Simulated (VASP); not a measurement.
# Rh (Fm-3m) in VASP: further runs, part 2 of 2

VASP 6.6.1. Earlier steps stand in the parts before.

### 5 Single point, r2SCAN

This run uses another cell than the first one, of 13.67 Å³/atom.

POSCAR

```
Rh
1.0
    0.0000000000      1.8978500000      1.8978500000
    1.8978500000      0.0000000000      1.8978500000
    1.8978500000      1.8978500000      0.0000000000
Rh
1
Direct
    0.0000000000      0.0000000000      0.0000000000
```

INCAR.step1

```
SYSTEM = Rh
PREC = Accurate
ENCUT = 680
ISMEAR = -1
SIGMA = 0.05
LREAL = .FALSE.
LASPH = .TRUE.
NELM = 120
NBANDS = 14
GGA = PE
ALGO = Normal
EDIFF = 1E-5
LWAVE = .TRUE.
LCHARG = .FALSE.
GGA_COMPAT = .FALSE.
```

INCAR.step2

```
SYSTEM = Rh
PREC = Accurate
ENCUT = 680
EDIFF = 1E-6
ISMEAR = -1
SIGMA = 0.05
LREAL = .FALSE.
LASPH = .TRUE.
NELM = 120
ALGO = Normal
ISIF = 2
LWAVE = .FALSE.
LCHARG = .FALSE.
METAGGA = R2SCAN
LMIXTAU = .TRUE.
NBANDS = 14
ISTART = 1
GGA_COMPAT = .FALSE.
```

KPOINTS

```
Automatic mesh
0
G
  12 12 12
  0 0 0
```

Potentials or basis: VASP PAW PBE potentials, release 64 (Rh_sv_GW).

Command:

```console
> cat potpaw_PBE.64/Rh_sv_GW/POTCAR > POTCAR
> cp INCAR.step1 INCAR
> mpirun -np 1 vasp_std > vasp.out
> cp INCAR.step2 INCAR
> mpirun -np 1 vasp_std > vasp.out
```

Run time: 80 s. Hardware: 1 thread of Intel Xeon Platinum 8259CL at 2.50GHz (Skylake/Cascade Lake), shared host; peak memory 0.17 GiB.

Results (log left out):

```
Free energy            : -23.2914 eV
Pressure               : 0.9 GPa
Band gap on the k mesh : zero (an odd number of electrons rules out a gap without spin polarisation)
```

Levels at points of the mesh, in eV from the Fermi level:
```tsv
k point	band 5	band 6	band 7	band 8	band 9	band 10	band 11	band 12
(0.00, 0.00, 0.00)	-8.21	-3.21	-3.21	-3.21	-1.10	-1.10	16.46	22.13
(0.50, 0.00, 0.00)	-6.39	-3.33	-3.33	0.57	0.57	0.89	9.14	16.07
(0.50, 0.50, 0.00)	-6.61	-6.23	0.49	1.03	1.03	3.48	12.94	13.98
```

Caveat: the PAW data sets were made with another functional, which shifts forces and pressure a little.

### 6 Single point, r2SCANh

This run uses another cell than the first one, of 13.67 Å³/atom.

POSCAR is that of step 5.

INCAR.step1

```
  ALGO = Normal
  EDIFF = 1E-5
  ENCUT = 510
  GGA = PE
  GGA_COMPAT = F
  ISIF = 2
  ISMEAR = -1
  LASPH = T
  LCHARG = F
  LREAL = F
  LWAVE = T
  NBANDS = 14
  NELM = 120
  PREC = Accurate
  SIGMA = 0.05
```

INCAR.step2

```
  AEXX = 0.1
  ALGO = Normal
  EDIFF = 1E-6
  ENCUT = 510
  GGA_COMPAT = F
  ISIF = 2
  ISMEAR = -1
  ISTART = 1
  LASPH = T
  LCHARG = F
  LHFCALC = T
  LMIXTAU = T
  LREAL = F
  LWAVE = F
  METAGGA = R2SCAN
  NBANDS = 14
  NELM = 120
  PREC = Accurate
  PRECFOCK = Normal
  SIGMA = 0.05
```

KPOINTS

```
k-points
0
Gamma
  6 6 6
```

Potentials or basis: VASP PAW PBE potentials, release 64 (Rh_sv_GW).

Command:

```console
> cat potpaw_PBE.64/Rh_sv_GW/POTCAR > POTCAR
> cp INCAR.step1 INCAR
> mpirun -np 1 vasp_std > vasp.out
> cp INCAR.step2 INCAR
> mpirun -np 1 vasp_std > vasp.out
```

OUTCAR:

```text
AEXX = 0.1
   EDIFF = 1E-6
   ENCUT = 510
   ISIF = 2
   ISMEAR = -1
   ISTART = 1
   LASPH = T
   LHFCALC = T
   LREAL = F
   METAGGA = R2SCAN
   NELM = 120
   PREC = Accurate
   PRECFOCK = Normal

 ion  position               nearest neighbor table
   1  0.000  0.000  0.000-

  LATTYP: Found a face centered cubic cell.
 ALAT       =     3.7957000000

  Lattice vectors:

 A1 = (   0.0000000000,   1.8978500000,   1.8978500000)
 A2 = (   1.8978500000,   0.0000000000,   1.8978500000)
 A3 = (   1.8978500000,   1.8978500000,   0.0000000000)

Analysis of symmetry for initial positions (statically):
=====================================================================
 Subroutine PRICEL returns:
 Original cell was already a primitive cell.

 Routine SETGRP: Setting up the symmetry group for a
 face centered cubic supercell.

 Subroutine GETGRP returns: Found 48 space group operations
 (whereof 48 operations were pure point group operations)
 out of a pool of 48 trial point group operations.

The static configuration has the point symmetry O_h .

Analysis of symmetry for dynamics (positions and initial velocities):
=====================================================================
 Subroutine PRICEL returns:
 Original cell was already a primitive cell.

 Routine SETGRP: Setting up the symmetry group for a
 face centered cubic supercell.

 Subroutine GETGRP returns: Found 48 space group operations
 (whereof 48 operations were pure point group operations)
 out of a pool of 48 trial point group operations.

The dynamic configuration has the point symmetry O_h .

 Subroutine INISYM returns: Found 48 space group operations
 (whereof 48 operations are pure point group operations),
 and found     1 'primitive' translations

----------------------------------------------------------------------------------------

                                     Primitive cell

  volume of cell :      13.6715

  direct lattice vectors                    reciprocal lattice vectors
     0.000000000  1.897850000  1.897850000    -0.263456016  0.263456016  0.263456016
     1.897850000  0.000000000  1.897850000     0.263456016 -0.263456016  0.263456016
     1.897850000  1.897850000  0.000000000     0.263456016  0.263456016 -0.263456016

  length of vectors
     2.683965209  2.683965209  2.683965209     0.456319205  0.456319205  0.456319205

  position of ions in fractional coordinates (direct lattice)
     0.000000000  0.000000000  0.000000000

  ion indices of the primitive-cell ions
   primitive index   ion index
                 1           1

----------------------------------------------------------------------------------------

 KPOINTS: k-points

Automatic generation of k-mesh.
 Grid dimensions read from file:
 generate k-points for:    6    6    6

 Generating k-lattice:

  Cartesian coordinates                     Fractional coordinates (reciprocal lattice)
    -0.043909336  0.043909336  0.043909336     0.166666667  0.000000000  0.000000000
     0.043909336 -0.043909336  0.043909336     0.000000000  0.166666667  0.000000000
[... 33 lines left out ...]
   total plane-waves  NPLWV =   8000
   dimension x,y,z NGX =    20 NGY =   20 NGZ =   20
   dimension x,y,z NGXF=    40 NGYF=   40 NGZF=   40
   ions per type =               1
   NGX,Y,Z   is equivalent  to a cutoff of  12.39, 12.39, 12.39 a.u.
   NGXF,Y,Z  is equivalent  to a cutoff of  24.78, 24.78, 24.78 a.u.
 SYSTEM =  unknown system
   PREC   = accura    normal or accurate (medium, high low for compatibility)
   ISTART =      1    job   : 0-new  1-cont  2-samecut
   ICHARG =      0    charge: 1-file 2-atom 10-const
   ISPIN  =      1    spin polarized calculation?
   LNONCOLLINEAR =      F non collinear calculations
   LSORBIT =      F    spin-orbit coupling
   LASPH  =      T    aspherical Exc in radial PAW
   ENCUT  =  510.0 eV  37.48 Ry    6.12 a.u.   4.94  4.94  4.94*2*pi/ulx,y,z
   NELM   =    120;   NELMIN=  2; NELMDL=  0     # of ELM steps
   EDIFF  = 0.1E-05   stopping-criterion for ELM
   LREAL  =      F    real-space projection
   EDIFFG = 0.1E-04   stopping-criterion for IOM
   NSW    =      0    number of steps for IOM
   IBRION =     -1    ionic relax: 0-MD 1-quasi-New 2-CG
   NFREE  =      0    steps in history (QN), initial steepest desc. (CG)
   ISIF   =      2    stress and relaxation
   ISYM   =      3    0-nonsym 1-usesym 2-fastsym
   POTIM  = 0.5000    time-step for ionic-motion
   TEBEG  =    0.0;   TEEND  =   0.0 temperature during run
   PSTRESS=    0.0 pullay stress
   NELECT =      17.0000    total number of electrons
   NUPDOWN=      -1.0000    fix difference up-down
   EMIN   =  10.00;   EMAX   =-10.00  energy-range for DOS
   EFERMI =   0.00;   METHOD = LEGACY
   ISMEAR =    -1;   SIGMA  =   0.05  broadening in eV -4-tet -1-fermi 0-gaus
   EFERMI_NEDOS =   21; number of points for ismear=-14 and -15
   IALGO  =     38    algorithm
   IMIX   =      1    mixing-type and parameters
     AMIX     =   0.40;   BMIX     =  1.00
     AMIX_MAG =   1.60;   BMIX_MAG =  1.00
  volume/ion in A,a.u.               =      13.67        92.26
  Fermi-wavevector in a.u.,A,eV,Ry     =   1.760432  3.326734 42.166099  3.099121
  Thomas-Fermi vector in A             =   2.829199
   LORBIT       =      0    0 simple, 1 ext, 2 COOP (PROOUT), +10 PAW based schemes
   METAGGA = R2SCAN    functional components
   LHFCALC =     T    Hartree Fock is set to
   PRECFOCK=normal    Normal, Fast or Accurate (Low or Medium for compatibility)
   ENCUT4O =  -1.0   cutoff for four orbital integrals eV
   NKREDX  =     1    reduce k-point grid by
   NKREDY  =     1    reduce k-point grid by
   NKREDZ  =     1    reduce k-point grid by
   AEXX    =    0.1000 exact exchange contribution
   HFSCREEN=    0.0000 screening length (either q_TF or 0.3 A-1)
   HFSCREENC=   0.0000 screening length for correlation (either q_TF or 0.3 A-1)
   ENCUTFOCK=  -1.0 apply spherical cutoff to Coloumb kernel
   IVDW    =     0    specifies the selected vdW correction
   LEPSILON=     F    determine dielectric tensor
   LRPA    =     F    only Hartree local field effects (RPA)
 non-spin polarized calculation
  energy-cutoff  :      510.00
  volume of cell :       13.67
 maximum number of plane-waves:       368
  NGX = 16; NGY = 16; NGZ = 16

 number of electron      16.9999998 magnetization

 Free energy of the ion-electron system (eV)
  ---------------------------------------------------
  ext. energy  EPLUGINS =         0.00000000
  ---------------------------------------------------
  free energy    TOTEN  =       -21.67379018 eV

  energy without entropy =      -21.66642138  energy(sigma->0) =      -21.67010578

 E-fermi :  10.5227     XC(G=0): -13.9464

 val. band max:       10.1990390193   @ k =   0.3333   0.0000   0.0000
 cond. band min:      10.5828955456   @ k =   0.3333   0.1667   0.0000
 fundamental gap:      0.3838565262
 Fermi energy:        10.5226545334

 k-point     1 :       0.0000    0.0000    0.0000
  band No.  band energies     occupation
      1     -72.2511      2.00000
      2     -38.3823      2.00000
      3     -38.3823      2.00000
      4     -38.3823      2.00000
      5       1.9740      2.00000
      6       7.0351      2.00000
      7       7.0351      2.00000
      8       7.0351      2.00000
      9       9.1855      2.00000
     10       9.1855      2.00000
     11      27.6160      0.00000
     12      33.3484      0.00000
     13      33.3484      0.00000
     14      33.3484      0.00000
[... 241 lines left out ...]
      1     -72.0745      2.00000
      2     -39.0643      2.00000
      3     -38.8202      2.00000
      4     -38.7024      2.00000
      5       4.4400      2.00000
      6       4.9715      2.00000
      7       8.0315      2.00000
      8       9.5851      2.00000
      9      11.9274      0.00000
     10      18.7876      0.00000
     11      23.3676      0.00000
     12      23.4275      0.00000
     13      24.6600      0.00000
     14      36.3521      0.00000

------------------------ aborting loop because EDIFF is reached ----------------------------------------

  FORCE on cell =-STRESS in cart. coord.  units (eV):
  Direction    XX          YY          ZZ          XY          YZ          ZX
  --------------------------------------------------------------------------------------
  -------------------------------------------------------------------------------------
  Total       -0.4418891     -0.4418891     -0.4418891      0.0000000      0.0000000     -0.0000000
  in kB      -51.7855076    -51.7855076    -51.7855076      0.0000000      0.0000000     -0.0000000
  external PRESSURE =     -51.7855076 kB  Pullay stress =       0.0000000 kB

 VOLUME and BASIS-vectors are now :
 -----------------------------------------------------------------------------
  energy-cutoff  :      510.00
  volume of cell :       13.67
      direct lattice vectors                 reciprocal lattice vectors
     0.000000000  1.897850000  1.897850000    -0.263456016  0.263456016  0.263456016
     1.897850000  0.000000000  1.897850000     0.263456016 -0.263456016  0.263456016
     1.897850000  1.897850000  0.000000000     0.263456016  0.263456016 -0.263456016

 POSITION                                       TOTAL-FORCE (eV/Angst)
 -----------------------------------------------------------------------------------
      0.00000      0.00000      0.00000         0.000000      0.000000      0.000000
 -----------------------------------------------------------------------------------
    total drift:                                0.000000      0.000001     -0.000000

  FREE ENERGIE OF THE ION-ELECTRON SYSTEM (eV)
  ---------------------------------------------------
  free  energy   TOTEN  =       -21.6737901816 eV

  energy  without entropy=      -21.6664213759  energy(sigma->0) =      -21.67010578
```

OUTCAR.step1:

```text
EDIFF = 1E-5
   ENCUT = 510
   GGA = PE
   ISIF = 2
   ISMEAR = -1
   LASPH = T
[... 475 lines left out ...]

 POSITION                                       TOTAL-FORCE (eV/Angst)
 -----------------------------------------------------------------------------------
      0.00000      0.00000      0.00000         0.000000     -0.000000      0.000000
 -----------------------------------------------------------------------------------
    total drift:                                0.000000      0.000000      0.000000

  FREE ENERGIE OF THE ION-ELECTRON SYSTEM (eV)
  ---------------------------------------------------
  free  energy   TOTEN  =        -6.3233365922 eV

  energy  without entropy=       -6.3088745598  energy(sigma->0) =       -6.31610558
```

Run time: 6.8 min. Hardware: 1 thread of Intel Xeon 6975P-C (Granite Rapids), shared host; peak memory 0.14 GiB.

Results:

| Quantity | Value |
| --- | --- |
| Free energy | -21.6738 eV |
| Pressure | -5.2 GPa |
| Band gap on the k mesh | zero (an odd number of electrons rules out a gap without spin polarisation) |

Levels at points of the mesh, in eV from the Fermi level:
| k point | band 6 | band 7 | band 8 | band 9 | band 10 | band 11 |
| --- | --- | --- | --- | --- | --- | --- |
| (0.00, 0.00, 0.00) | -3.49 | -3.49 | -3.49 | -1.34 | -1.34 | 17.09 |
| (0.50, 0.00, 0.00) | -3.65 | -3.65 | 0.86 | 0.86 | 1.21 | 9.87 |
| (0.50, 0.50, 0.00) | -6.63 | 0.67 | 1.38 | 1.38 | 3.89 | 13.69 |

Caveat: the k points lie up to 0.48 Å⁻¹ apart, too coarse for converged energies and pressures of a metal; the PAW data sets were made with another functional, which shifts forces and pressure a little.

### 7 The runs side by side

```tsv
level	potentials or basis	cell	k mesh	cutoff (eV)	grid for exact exchange (PRECFOCK)	share of exact exchange	screening parameter	gap on the mesh (eV)	pressure (GPa)
LDA	VASP PAW LDA potentials, release 64 (Rh_sv_GW)	a = 2.654 Å, angles 60.0°, 1 atom	12 × 12 × 12	620	-	-	-	none	0.5
B3LYP	VASP PAW PBE potentials, release 64 (Rh_pv)	a = 2.684 Å, angles 60.0°, 1 atom	6 × 6 × 6	520	Normal	0.2	-	none	12.4
HSE06	VASP PAW PBE potentials, release 64 (Rh_pv)	a = 2.737 Å, angles 60.0°, 1 atom	8 × 8 × 8	520	Normal	0.25	0.2079 1/Å	none	-16.2
r2SCAN	VASP PAW PBE potentials, release 64 (Rh_sv_GW)	a = 2.684 Å, angles 60.0°, 1 atom	12 × 12 × 12	680	-	-	-	none	0.9
r2SCANh	VASP PAW PBE potentials, release 64 (Rh_sv_GW)	a = 2.684 Å, angles 60.0°, 1 atom	6 × 6 × 6	510	Normal	0.1	-	none	-5.2
```

Alike in all rows: task single point; no spin polarisation; smearing fermi-dirac 0.05 eV.

Caveats: some runs use coarse meshes; the PAW data sets were made with another functional, which shifts forces and pressure a little (at least some runs); the cell stands under tension (at least some runs).

Total energies depend on the potentials used, so only differences within one code and one set of settings carry meaning.

The gap in the log of VASP goes by the Fermi energy; the results here count the filled bands.